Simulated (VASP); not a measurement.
# AlCu (Pm-3m) in VASP: single point with LDA

Aim: the single point of AlCu with LDA.

Program: VASP 6.6.1. These are calculated values, not measurements. Logs are shortened: lines on timing, memory, paths and dates and some standing lists are left out, and cuts for length are marked.

## 1. The cell of the first run

It takes space group Pm-3m (No. 221, cubic). Conventional cell: a = 2.998 Å, b = 2.998 Å, c = 2.998 Å, α = 90.00°, β = 90.00°, γ = 90.00°. Within 3.4 Å of Al (site symmetry m-3m) lie 8 Cu at 2.60 Å and 6 Al at 3.00 Å. Within 3.4 Å of Cu (site symmetry m-3m) lie 8 Al at 2.60 Å and 6 Cu at 3.00 Å.

## 2. Single point, LDA

File INCAR:

```
PREC = Accurate
ENCUT = 600
EDIFF = 1E-6
ISMEAR = -1
SIGMA = 0.1
LREAL = F
LASPH = T
NELM = 120
ALGO = Normal
ISIF = 2
LWAVE = F
LCHARG = T
GGA = CA
LELF = T
LVHAR = T
NBANDS = 14
GGA_COMPAT = F
```

File KPOINTS:

```
Automatic mesh
0
Gamma
  7 7 7
```

File POSCAR:

```
AlCu
1.0
    2.9975100000      0.0000000000      0.0000000000
    0.0000000000      2.9975100000      0.0000000000
    0.0000000000      0.0000000000      2.9975100000
Al Cu
1 1
Direct
    0.0000000000      0.0000000000      0.0000000000
    0.5000000000      0.5000000000      0.5000000000
```

Potentials or basis: VASP PAW LDA potentials, release 64 (Al, Cu).

Started as:

```bash
cat potpaw_LDA.64/Al/POTCAR potpaw_LDA.64/Cu/POTCAR > POTCAR
mpirun -np 1 vasp_std > vasp.out
```

OUTCAR:

```text
PREC = Accurate
   ENCUT = 600
   EDIFF = 1E-6
   ISMEAR = -1
   LREAL = F
   LASPH = T
   NELM = 120
   ISIF = 2
   GGA = CA

 ion  position               nearest neighbor table
   1  0.000  0.000  0.000-   2 2.60   2 2.60   2 2.60   2 2.60   2 2.60   2 2.60   2 2.60   2 2.60

   2  0.500  0.500  0.500-   1 2.60   1 2.60   1 2.60   1 2.60   1 2.60   1 2.60   1 2.60   1 2.60

  LATTYP: Found a simple cubic cell.
 ALAT       =     2.9975100000

  Lattice vectors:

 A1 = (   2.9975100000,   0.0000000000,   0.0000000000)
 A2 = (   0.0000000000,   2.9975100000,   0.0000000000)
 A3 = (   0.0000000000,   0.0000000000,   2.9975100000)

Analysis of symmetry for initial positions (statically):
=====================================================================
 Subroutine PRICEL returns:
 Original cell was already a primitive cell.

 Routine SETGRP: Setting up the symmetry group for a
 simple cubic supercell.

 Subroutine GETGRP returns: Found 48 space group operations
 (whereof 48 operations were pure point group operations)
 out of a pool of 48 trial point group operations.

The static configuration has the point symmetry O_h .

Analysis of symmetry for dynamics (positions and initial velocities):
=====================================================================
 Subroutine PRICEL returns:
 Original cell was already a primitive cell.

 Routine SETGRP: Setting up the symmetry group for a
 simple cubic supercell.

 Subroutine GETGRP returns: Found 48 space group operations
 (whereof 48 operations were pure point group operations)
 out of a pool of 48 trial point group operations.

The dynamic configuration has the point symmetry O_h .

 Subroutine INISYM returns: Found 48 space group operations
 (whereof 48 operations are pure point group operations),
 and found     1 'primitive' translations

----------------------------------------------------------------------------------------

                                     Primitive cell

  volume of cell :      26.9328

  direct lattice vectors                    reciprocal lattice vectors
     2.997510000  0.000000000  0.000000000     0.333610230  0.000000000  0.000000000
     0.000000000  2.997510000  0.000000000     0.000000000  0.333610230  0.000000000
     0.000000000  0.000000000  2.997510000     0.000000000  0.000000000  0.333610230

  length of vectors
     2.997510000  2.997510000  2.997510000     0.333610230  0.333610230  0.333610230

  position of ions in fractional coordinates (direct lattice)
     0.000000000  0.000000000  0.000000000
     0.500000000  0.500000000  0.500000000

  ion indices of the primitive-cell ions
   primitive index   ion index
                 1           1
                 2           2

----------------------------------------------------------------------------------------

 KPOINTS: Automatic mesh

Automatic generation of k-mesh.
 Grid dimensions read from file:
 generate k-points for:    7    7    7

 Generating k-lattice:

  Cartesian coordinates                     Fractional coordinates (reciprocal lattice)
     0.047658604  0.000000000  0.000000000     0.142857143  0.000000000  0.000000000
     0.000000000  0.047658604  0.000000000     0.000000000  0.142857143  0.000000000
     0.000000000  0.000000000  0.047658604     0.000000000  0.000000000  0.142857143

  Length of vectors
     0.047658604  0.047658604  0.047658604

  Shift w.r.t. Gamma in fractional coordinates (k-lattice)
     0.000000000  0.000000000  0.000000000

 Subroutine IBZKPT returns following result:
 ===========================================

 Found     20 irreducible k-points:

 Following reciprocal coordinates:
            Coordinates               Weight
  0.000000  0.000000  0.000000      1.000000
  0.142857  0.000000  0.000000      6.000000
  0.285714  0.000000  0.000000      6.000000
  0.428571  0.000000  0.000000      6.000000
  0.142857  0.142857  0.000000     12.000000
  0.285714  0.142857  0.000000     24.000000
[... 12 lines left out ...]
  0.428571  0.428571  0.285714     24.000000
  0.428571  0.428571  0.428571      8.000000
   k-points           NKPTS =     20   k-points in BZ     NKDIM =     20   number of bands    NBANDS=     14
   number of dos      NEDOS =    301   number of ions     NIONS =      2
   total plane-waves  NPLWV =  13824
   dimension x,y,z NGX =    24 NGY =   24 NGZ =   24
   dimension x,y,z NGXF=    48 NGYF=   48 NGZF=   48
   ions per type =               1   1
   NGX,Y,Z   is equivalent  to a cutoff of  13.31, 13.31, 13.31 a.u.
   NGXF,Y,Z  is equivalent  to a cutoff of  26.62, 26.62, 26.62 a.u.
 SYSTEM =  unknown system
   PREC   = accura    normal or accurate (medium, high low for compatibility)
   ISTART =      0    job   : 0-new  1-cont  2-samecut
   ICHARG =      2    charge: 1-file 2-atom 10-const
   ISPIN  =      1    spin polarized calculation?
   LNONCOLLINEAR =      F non collinear calculations
   LSORBIT =      F    spin-orbit coupling
   LASPH  =      T    aspherical Exc in radial PAW
   ENCUT  =  600.0 eV  44.10 Ry    6.64 a.u.   5.99  5.99  5.99*2*pi/ulx,y,z
   NELM   =    120;   NELMIN=  2; NELMDL= -5     # of ELM steps
   EDIFF  = 0.1E-05   stopping-criterion for ELM
   LREAL  =      F    real-space projection
   EDIFFG = 0.1E-04   stopping-criterion for IOM
   NSW    =      0    number of steps for IOM
   IBRION =     -1    ionic relax: 0-MD 1-quasi-New 2-CG
   NFREE  =      0    steps in history (QN), initial steepest desc. (CG)
   ISIF   =      2    stress and relaxation
   ISYM   =      2    0-nonsym 1-usesym 2-fastsym
   POTIM  = 0.5000    time-step for ionic-motion
   TEBEG  =    0.0;   TEEND  =   0.0 temperature during run
   PSTRESS=    0.0 pullay stress
   NELECT =      14.0000    total number of electrons
   NUPDOWN=      -1.0000    fix difference up-down
   EMIN   =  10.00;   EMAX   =-10.00  energy-range for DOS
   EFERMI =   0.00;   METHOD = LEGACY
   ISMEAR =    -1;   SIGMA  =   0.10  broadening in eV -4-tet -1-fermi 0-gaus
   EFERMI_NEDOS =   21; number of points for ismear=-14 and -15
   IALGO  =     38    algorithm
   IMIX   =      4    mixing-type and parameters
     AMIX     =   0.40;   BMIX     =  1.00
     AMIX_MAG =   1.60;   BMIX_MAG =  1.00
  volume/ion in A,a.u.               =      13.47        90.88
  Fermi-wavevector in a.u.,A,eV,Ry     =   1.316306  2.487458 23.574292  1.732662
  Thomas-Fermi vector in A             =   2.446427
   LORBIT       =      0    0 simple, 1 ext, 2 COOP (PROOUT), +10 PAW based schemes
   GGA     = CA    functional components
   LHFCALC =     F    Hartree Fock is set to
   AEXX    =    0.0000 exact exchange contribution
   IVDW    =     0    specifies the selected vdW correction
   LEPSILON=     F    determine dielectric tensor
   LRPA    =     F    only Hartree local field effects (RPA)
 non-spin polarized calculation
  energy-cutoff  :      600.00
  volume of cell :       26.93
 maximum number of plane-waves:       916
 NGX is ok and might be reduce to    24
   NGX = 11   NGY = 11   NGZ = 11

 number of electron      14.0000020 magnetization

 Free energy of the ion-electron system (eV)
  ---------------------------------------------------
  ext. energy  EPLUGINS =         0.00000000
  ---------------------------------------------------
  free energy    TOTEN  =        -9.21613284 eV

  energy without entropy =       -9.19960278  energy(sigma->0) =       -9.20786781

 E-fermi :   8.8304     XC(G=0): -11.7447

 val. band max:        8.4990834013   @ k =   0.4286   0.4286   0.1429
 cond. band min:       8.9848451089   @ k =   0.4286   0.4286   0.2857
 fundamental gap:      0.4857617075
 Fermi energy:         8.8304040777

 k-point     1 :       0.0000    0.0000    0.0000
  band No.  band energies     occupation
      1      -2.5965      2.00000
      2       3.9346      2.00000
      3       3.9346      2.00000
      4       4.9264      2.00000
      5       4.9264      2.00000
      6       4.9264      2.00000
      7      12.6450      0.00000
      8      12.6450      0.00000
      9      12.6450      0.00000
     10      15.2490      0.00000
     11      15.2490      0.00000
     12      18.6503      0.00000
     13      27.1308      0.00000
     14      27.1308      0.00000

 k-point     2 :       0.1429    0.0000    0.0000
  band No.  band energies     occupation
      1      -2.2528      2.00000
      2       3.9418      2.00000
      3       3.9824      2.00000
      4       4.8376      2.00000
      5       4.8376      2.00000
      6       4.9363      2.00000
      7      10.0264      0.00001
      8      13.0549      0.00000
      9      13.0549      0.00000
     10      15.3697      0.00000
     11      17.0250      0.00000
     12      20.3181      0.00000
     13      24.3502      0.00000
     14      24.3502      0.00000

 k-point     3 :       0.2857    0.0000    0.0000
  band No.  band energies     occupation
      1      -1.2389      2.00000
      2       3.7092      2.00000
      3       4.0917      2.00000
      4       4.6517      2.00000
      5       4.6517      2.00000
      6       4.9586      2.00000
      7       7.1007      2.00000
      8      14.2100      0.00000
      9      14.2100      0.00000
     10      15.7025      0.00000
     11      18.2535      0.00000
     12      21.0987      0.00000
     13      21.0987      0.00000
     14      23.7965      0.00000
[... 256 lines left out ...]
 k-point    19 :       0.4286    0.4286    0.2857
  band No.  band energies     occupation
      1       2.8810      2.00000
      2       3.6462      2.00000
      3       3.6965      2.00000
      4       4.7451      2.00000
      5       5.1969      2.00000
      6       6.1643      2.00000
      7       7.5968      1.99999
      8       8.9848      0.35179
      9      10.5192      0.00000
     10      12.6546      0.00000
     11      14.6206      0.00000
     12      14.9605      0.00000
     13      17.6456      0.00000
     14      28.3832      0.00000

 k-point    20 :       0.4286    0.4286    0.4286
  band No.  band energies     occupation
      1       3.2373      2.00000
      2       3.4782      2.00000
      3       3.4782      2.00000
      4       5.2244      2.00000
      5       5.2244      2.00000
      6       7.5025      2.00000
      7       9.2888      0.02023
      8       9.2888      0.02023
      9      10.3579      0.00000
     10      11.8909      0.00000
     11      11.8909      0.00000
     12      12.7394      0.00000
     13      14.8835      0.00000
     14      32.0095      0.00000

------------------------ aborting loop because EDIFF is reached ----------------------------------------

  FORCE on cell =-STRESS in cart. coord.  units (eV):
  Direction    XX          YY          ZZ          XY          YZ          ZX
  --------------------------------------------------------------------------------------
  -------------------------------------------------------------------------------------
  Total       -1.2093209     -1.2093209     -1.2093209      0.0000000      0.0000000      0.0000000
  in kB      -71.9399669    -71.9399669    -71.9399669      0.0000000      0.0000000      0.0000000
  external PRESSURE =     -71.9399669 kB  Pullay stress =       0.0000000 kB

 VOLUME and BASIS-vectors are now :
 -----------------------------------------------------------------------------
  energy-cutoff  :      600.00
  volume of cell :       26.93
      direct lattice vectors                 reciprocal lattice vectors
     2.997510000  0.000000000  0.000000000     0.333610230  0.000000000  0.000000000
     0.000000000  2.997510000  0.000000000     0.000000000  0.333610230  0.000000000
     0.000000000  0.000000000  2.997510000     0.000000000  0.000000000  0.333610230

 POSITION                                       TOTAL-FORCE (eV/Angst)
 -----------------------------------------------------------------------------------
      0.00000      0.00000      0.00000         0.000000      0.000000      0.000000
      1.49876      1.49876      1.49876         0.000000      0.000000      0.000000
 -----------------------------------------------------------------------------------
    total drift:                                0.000000      0.000000     -0.000000

  FREE ENERGIE OF THE ION-ELECTRON SYSTEM (eV)
  ---------------------------------------------------
  free  energy   TOTEN  =        -9.2161328379 eV

  energy  without entropy=       -9.1996027816  energy(sigma->0) =       -9.20786781
```

It used 4.8 s of CPU time on 1 thread of AMD EPYC 9R45 (Zen 5), on a shared host.

Results:

```
Free energy            : -9.2161 eV
Pressure               : -7.2 GPa
Band gap on the k mesh : zero (band 7 reaches 12.64 eV, above the bottom of band 8 at 8.35 eV)
```

Levels at points of the mesh, in eV from the Fermi level:
| k point | band 3 | band 4 | band 5 | band 6 | band 7 | band 8 | band 9 | band 10 | band 11 | band 12 |
| --- | --- | --- | --- | --- | --- | --- | --- | --- | --- | --- |
| (0.00, 0.00, 0.00) | -4.90 | -3.90 | -3.90 | -3.90 | 3.81 | 3.81 | 3.81 | 6.42 | 6.42 | 9.82 |
